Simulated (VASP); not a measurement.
Wanted: the native input for a VASP 6.6.1 run.

- Task: relaxation of cell and atoms
- Functional: PBE
- Potentials or basis: VASP PAW PBE potentials, release 64 (K_sv, Si, H)
- Cutoff: 500 eV
- k mesh: 6 × 6 × 2
- Occupations: gaussian, width 0.1 eV
- Spin: no spin polarisation
- Dipole correction: no
- Further INCAR settings: ALGO = Normal; EDIFF = 1e-07; IBRION = 2; EDIFFG = -0.04; NSW = 90; ISIF = 3

The structure of KSiH lies in POSCAR:

```
KSiH
1.0
    3.6149505400      0.0000000000      0.0000000000
    0.0000000000      3.6149505400      0.0000000000
    0.0000000000      0.0000000000      8.1337635700
K Si H
2 2 2
Direct
    0.0000000000      0.5000000000      0.7390114100
    0.5000000000      0.0000000000      0.2609885900
    0.5000000000      0.0000000000      0.6224523800
    0.0000000000      0.5000000000      0.3775476200
    0.0000000000      0.0000000000      0.0000000000
    0.5000000000      0.5000000000      0.0000000000
```

These files were run (other wordings do the same):

INCAR

```
SYSTEM = KSiH
PREC = Accurate
ENCUT = 500
EDIFF = 1E-7
ISMEAR = 0
SIGMA = 0.1
LREAL = .False.
LASPH = .True.
NELM = 120
ALGO = Normal
ISIF = 3
LWAVE = .False.
LCHARG = .False.
GGA = PE
IBRION = 2
NSW = 90
EDIFFG = -0.04
GGA_COMPAT = .False.
NELMIN = 4
```

KPOINTS

```
Automatic mesh
0
Gamma
  6 6 2
  0 0 0
```

Potentials or basis: VASP PAW PBE potentials, release 64 (K_sv, Si, H).

Command:

```bash
$ cat potpaw_PBE.64/K_sv/POTCAR potpaw_PBE.64/Si/POTCAR potpaw_PBE.64/H/POTCAR > POTCAR
$ mpirun -np 1 vasp_std > vasp.out
```

Results of the run:

The relaxed volume is 21.82 Å³/atom. The relaxed cell is a = 3.594 Å, b = 3.594 Å, c = 10.136 Å, α = 90.00°, β = 90.00°, γ = 90.00°, the space group after relaxing (to 0.05 Å) is P4/nmm (No. 129) and the energy gained by relaxing is 1073.6 meV/atom. The ionic steps are 18. The pressure after relaxing is -0.1 GPa and the largest force after relaxing is 0.033 eV/Å. The band gap on the k mesh is zero (band 14 reaches 2.39 eV, above the bottom of band 15 at 1.03 eV).

Caveat: the k points lie up to 0.31 Å⁻¹ apart in the final cell; the volume moved by over 15 % at a fixed basis, so the end points are rough.

It took 5.6 min on 1 thread of Intel(R) Xeon(R) 6975P-C (Granite Rapids) (shared host), peak memory 0.23 GiB.
